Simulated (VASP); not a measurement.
# RuBr4 (P-43m) in VASP: single point with BLYP+D3(BJ)

Aim: the single point of RuBr4 with BLYP+D3(BJ).

Everything below comes from runs of VASP 6.6.1. Logs are shortened: lines on timing, memory, paths and dates and some standing lists are left out, and cuts for length are marked.

## Step 1: The cell of the first run

The structure is cubic, space group P-43m (No. 215). Conventional cell: a = 5.478 Å, b = 5.478 Å, c = 5.478 Å, α = 90.00°, β = 90.00°, γ = 90.00°. Within 3.1 Å of Ru (site symmetry -43m) lie 4 Br at 2.37 Å. Br (site symmetry 3m) has 1 Ru at 2.37 Å within 3.1 Å.

The cell was generated, and may not be a known phase.

## Step 2: Single point, BLYP+D3(BJ), non-collinear spin, zero start, spin-orbit coupling

INCAR reads:

```
  PREC = Accurate
  ENCUT = 520
  EDIFF = 1E-6
  ISMEAR = -1
  SIGMA = 0.15
  LREAL = F
  LASPH = T
  NELM = 150
  ALGO = Normal
  ISIF = 2
  LWAVE = F
  LCHARG = F
  MAGMOM = 0 0 0 0 0 0 0 0 0 0 0 0 0 0 0
  LORBIT = 11
  LSORBIT = T
  GGA_COMPAT = F
  LORBMOM = T
  LMAXMIX = 4
  GGA = B5
  ALDAX = 1.0
  AGGAX = 1.0
  AGGAC = 1.0
  ALDAC = 0.0
  IVDW = 12
  VDW_S6 = 1.0
  VDW_S8 = 2.6996
  VDW_A1 = 0.4298
  VDW_A2 = 4.2359
  NBANDS = 57
```

KPOINTS reads:

```
regular mesh
0
Gamma
  4 4 4
```

POSCAR reads:

```
RuBr4
1.0
    5.4779891800      0.0000000000      0.0000000000
    0.0000000000      5.4779891800      0.0000000000
    0.0000000000      0.0000000000      5.4779891800
Ru Br
1 4
Direct
    0.0000000000      0.0000000000      0.0000000000
    0.2500000000      0.2500000000      0.2500000000
    0.2500000000      0.7500000000      0.7500000000
    0.7500000000      0.7500000000      0.2500000000
    0.7500000000      0.2500000000      0.7500000000
```

Potentials or basis: VASP PAW PBE potentials, release 64 (Ru_pv, Br).

On the command line:

```console
$ cat potpaw_PBE.64/Ru_pv/POTCAR potpaw_PBE.64/Br/POTCAR > POTCAR
$ mpirun -np 1 vasp_ncl > vasp.out
```

OUTCAR:

```text
PREC = Accurate
   ENCUT = 520
   EDIFF = 1E-6
   ISMEAR = -1
   LREAL = F
   LASPH = T
   NELM = 150
   ISIF = 2
   LORBIT = 11
   LSORBIT = T
   GGA = B5
   IVDW = 12
 IVDW          = 12

 ion  position               nearest neighbor table
   1  0.000  0.000  0.000-   2 2.37   3 2.37   4 2.37   5 2.37
   2  0.250  0.250  0.250-   1 2.37
   3  0.250  0.750  0.750-   1 2.37
   4  0.750  0.750  0.250-   1 2.37
   5  0.750  0.250  0.750-   1 2.37

  LATTYP: Found a simple cubic cell.
 ALAT       =     5.4779891800

  Lattice vectors:

 A1 = (   5.4779891800,   0.0000000000,   0.0000000000)
 A2 = (   0.0000000000,   5.4779891800,   0.0000000000)
 A3 = (   0.0000000000,   0.0000000000,   5.4779891800)

Analysis of symmetry for initial positions (statically):
=====================================================================
 Subroutine PRICEL returns:
 Original cell was already a primitive cell.

 Routine SETGRP: Setting up the symmetry group for a
 simple cubic supercell.

 Subroutine GETGRP returns: Found 24 space group operations
 (whereof 24 operations were pure point group operations)
 out of a pool of 48 trial point group operations.

The static configuration has the point symmetry T_d .

Analysis of symmetry for dynamics (positions and initial velocities):
=====================================================================
 Subroutine PRICEL returns:
 Original cell was already a primitive cell.

 Routine SETGRP: Setting up the symmetry group for a
 simple cubic supercell.

 Subroutine GETGRP returns: Found 24 space group operations
 (whereof 24 operations were pure point group operations)
 out of a pool of 48 trial point group operations.

The dynamic configuration has the point symmetry T_d .

Analysis of structural, dynamic, and magnetic symmetry:
=====================================================================
 Subroutine PRICEL returns:
 Original cell was already a primitive cell.

 Routine SETGRP: Setting up the symmetry group for a
 simple cubic supercell.

 Subroutine GETGRP returns: Found 24 space group operations
 (whereof 24 operations were pure point group operations)
 out of a pool of 48 trial point group operations.

The overall configuration has the point symmetry T_d .

 Subroutine INISYM returns: Found 24 space group operations
 (whereof 24 operations are pure point group operations),
 and found     1 'primitive' translations

----------------------------------------------------------------------------------------

                                     Primitive cell

  volume of cell :     164.3855

  direct lattice vectors                    reciprocal lattice vectors
     5.477989180  0.000000000  0.000000000     0.182548736  0.000000000  0.000000000
     0.000000000  5.477989180  0.000000000     0.000000000  0.182548736  0.000000000
     0.000000000  0.000000000  5.477989180     0.000000000  0.000000000  0.182548736

  length of vectors
     5.477989180  5.477989180  5.477989180     0.182548736  0.182548736  0.182548736

  position of ions in fractional coordinates (direct lattice)
     0.000000000  0.000000000  0.000000000
     0.250000000  0.250000000  0.250000000
     0.250000000  0.750000000  0.750000000
     0.750000000  0.750000000  0.250000000
     0.750000000  0.250000000  0.750000000

  ion indices of the primitive-cell ions
   primitive index   ion index
                 1           1
                 2           2
                 3           3
                 4           4
                 5           5

----------------------------------------------------------------------------------------

 KPOINTS: regular mesh

Automatic generation of k-mesh.
[... 101 lines left out ...]
  free energy    TOTEN  =       -14.50947585 eV

  energy without entropy =      -14.13497362  energy(sigma->0) =      -14.32222473

 E-fermi :   1.3963     XC(G=0):  -7.7122

 val. band max:        1.3938287240   @ k =   0.5000   0.5000   0.2500
 cond. band min:       1.4751714777   @ k =   0.5000   0.5000   0.0000
 fundamental gap:      0.0813427537
 Fermi energy:         1.3962682904

 k-point     1 :       0.0000    0.0000    0.0000
  band No.  band energies     occupation
      1     -43.9110      1.00000
      2     -43.9110      1.00000
      3     -40.6451      1.00000
      4     -40.6451      1.00000
      5     -40.6451      1.00000
      6     -40.6451      1.00000
[... 616 lines left out ...]
     53       7.8549      0.00000
     54       7.8549      0.00000
 [bands above 54 left out]

------------------------ aborting loop because EDIFF is reached ----------------------------------------

 Edisp (eV)   -2.72590

 E8    (eV) :    -1.9465

  FORCE on cell =-STRESS in cart. coord.  units (eV):
  Direction    XX          YY          ZZ          XY          YZ          ZX
  --------------------------------------------------------------------------------------
  -------------------------------------------------------------------------------------
  Total      -1.36128    -1.36128    -1.36128     0.00000    -0.00000     0.00000
  in kB     -13.26771   -13.26771   -13.26771     0.00000    -0.00000     0.00000
  external pressure =      -13.27 kB  Pullay stress =        0.00 kB

 VOLUME and BASIS-vectors are now :
 -----------------------------------------------------------------------------
  energy-cutoff  :      520.00
  volume of cell :      164.39
      direct lattice vectors                 reciprocal lattice vectors
     5.477989180  0.000000000  0.000000000     0.182548736  0.000000000  0.000000000
     0.000000000  5.477989180  0.000000000     0.000000000  0.182548736  0.000000000
     0.000000000  0.000000000  5.477989180     0.000000000  0.000000000  0.182548736

 POSITION                                       TOTAL-FORCE (eV/Angst)
 -----------------------------------------------------------------------------------
      0.00000      0.00000      0.00000         0.000000      0.000000      0.000000
      1.36950      1.36950      1.36950        -0.025389     -0.025389     -0.025389
      1.36950      4.10849      4.10849        -0.025389      0.025389      0.025389
      4.10849      4.10849      1.36950         0.025389      0.025389     -0.025389
      4.10849      1.36950      4.10849         0.025389     -0.025389      0.025389
 -----------------------------------------------------------------------------------
    total drift:                                0.000000     -0.000000     -0.000000

  FREE ENERGIE OF THE ION-ELECTRON SYSTEM (eV)
  ---------------------------------------------------
  free  energy   TOTEN  =       -17.2353721360 eV

  energy  without entropy=      -16.8608699110  energy(sigma->0) =      -17.04812102

 orbital moment (x)

 # of ion     p       d       tot
 ----------------------------------------
  1         0.000   0.000   0.000
  2         0.000  -0.000   0.000
  3         0.000   0.000   0.000
  4        -0.000   0.000  -0.000
  5        -0.000  -0.000  -0.000
 ----------------------------------------
            0.000   0.000   0.000

 orbital moment (y)

 # of ion     p       d       tot
 ----------------------------------------
  1         0.000  -0.000  -0.000
  2         0.000  -0.000   0.000
  3         0.000  -0.000  -0.000
  4         0.000  -0.000   0.000
  5         0.000   0.000   0.000
 ----------------------------------------
            0.000  -0.000  -0.000

 orbital moment (z)

 # of ion     p       d       tot
 ----------------------------------------
  1         0.000  -0.000  -0.000
  2         0.000   0.000   0.000
  3         0.000   0.000   0.000
  4         0.000  -0.000  -0.000
  5         0.000   0.000   0.000
 ----------------------------------------
            0.000  -0.000  -0.000

 Spin-Orbit-Coupling matrix elements

 Ion:    1  E_soc:     -0.3112239
 l=   1
     0.0000000    -0.0360587    -0.0360587
    -0.0360587     0.0000000    -0.0360587
    -0.0360587    -0.0360587     0.0000000
 l=   2
     0.0000000    -0.0020089     0.0000000    -0.0020089    -0.0138030
    -0.0020089     0.0000000    -0.0103522    -0.0020089    -0.0034507
     0.0000000    -0.0103522     0.0000000    -0.0103522     0.0000000
    -0.0020089    -0.0020089    -0.0103522     0.0000000    -0.0034507
    -0.0138030    -0.0034507     0.0000000    -0.0034507     0.0000000
 l=   3
     0.0000000     0.0000000     0.0000000     0.0000000     0.0000000     0.0000000     0.0000000
     0.0000000     0.0000000     0.0000000     0.0000000     0.0000000     0.0000000     0.0000000
     0.0000000     0.0000000     0.0000000     0.0000000     0.0000000     0.0000000     0.0000000
     0.0000000     0.0000000     0.0000000     0.0000000     0.0000000     0.0000000     0.0000000
[... 69 lines left out ...]
 l=   2
     0.0000000     0.0000029     0.0000000     0.0000029     0.0000019
     0.0000029     0.0000000     0.0000014     0.0000029     0.0000005
     0.0000000     0.0000014     0.0000000     0.0000014     0.0000000
     0.0000029     0.0000029     0.0000014     0.0000000     0.0000005
     0.0000019     0.0000005     0.0000000     0.0000005     0.0000000
 l=   3
     0.0000000     0.0000000     0.0000000     0.0000000     0.0000000     0.0000000     0.0000000
     0.0000000     0.0000000     0.0000000     0.0000000     0.0000000     0.0000000     0.0000000
     0.0000000     0.0000000     0.0000000     0.0000000     0.0000000     0.0000000     0.0000000
     0.0000000     0.0000000     0.0000000     0.0000000     0.0000000     0.0000000     0.0000000
     0.0000000     0.0000000     0.0000000     0.0000000     0.0000000     0.0000000     0.0000000
     0.0000000     0.0000000     0.0000000     0.0000000     0.0000000     0.0000000     0.0000000
     0.0000000     0.0000000     0.0000000     0.0000000     0.0000000     0.0000000     0.0000000

 total charge

# of ion       s       p       d       tot
------------------------------------------
    1        0.308   6.197   5.950  12.454
    2        1.646   3.169   0.029   4.844
    3        1.646   3.169   0.029   4.844
    4        1.646   3.169   0.029   4.844
    5        1.646   3.169   0.029   4.844
--------------------------------------------------
tot          6.892  18.873   6.065  31.830

 magnetization (x)

# of ion       s       p       d       tot
------------------------------------------
    1       -0.000  -0.000   0.000  -0.000
    2       -0.000   0.000   0.000   0.000
    3        0.000  -0.000  -0.000  -0.000
    4       -0.000  -0.000  -0.000  -0.000
    5        0.000   0.000  -0.000   0.000
--------------------------------------------------
tot         -0.000  -0.000  -0.000  -0.000

 magnetization (y)

# of ion       s       p       d       tot
------------------------------------------
    1       -0.000  -0.000   0.000  -0.000
    2       -0.000   0.000  -0.000   0.000
    3       -0.000   0.000  -0.000  -0.000
    4        0.000   0.000  -0.000   0.000
    5       -0.000   0.000   0.000   0.000
--------------------------------------------------
tot         -0.000   0.000  -0.000   0.000

 magnetization (z)

# of ion       s       p       d       tot
------------------------------------------
    1        0.000  -0.000   0.000  -0.000
    2       -0.000   0.000   0.000   0.000
    3       -0.000  -0.000   0.000  -0.000
    4        0.000  -0.000  -0.000  -0.000
    5       -0.000   0.000  -0.000   0.000
--------------------------------------------------
tot         -0.000  -0.000   0.000  -0.000
```

It took 7.8 min on 1 thread of Intel Xeon Platinum 8375C at 2.90GHz (Ice Lake), shared host; peak memory 0.58 GiB.

What came out:

| Property | Result |
| --- | --- |
| Free energy | -17.2354 eV |
| Pressure | -1.3 GPa |
| Net moment | 0.00 μB per cell |
| Valence electrons inside the program's atomic spheres | Ru 12.45; Br 4.84 |
| Dispersion energy per atom | -0.545 eV |

Moments on the atoms (μB; x, y, z):
```
Ru  0.00 0.00 0.00
Br  0.00 0.00 0.00
Br  0.00 0.00 0.00
Br  0.00 0.00 0.00
Br  0.00 0.00 0.00
```

Caveat: the PAW data sets were made with another functional, which shifts forces and pressure a little.
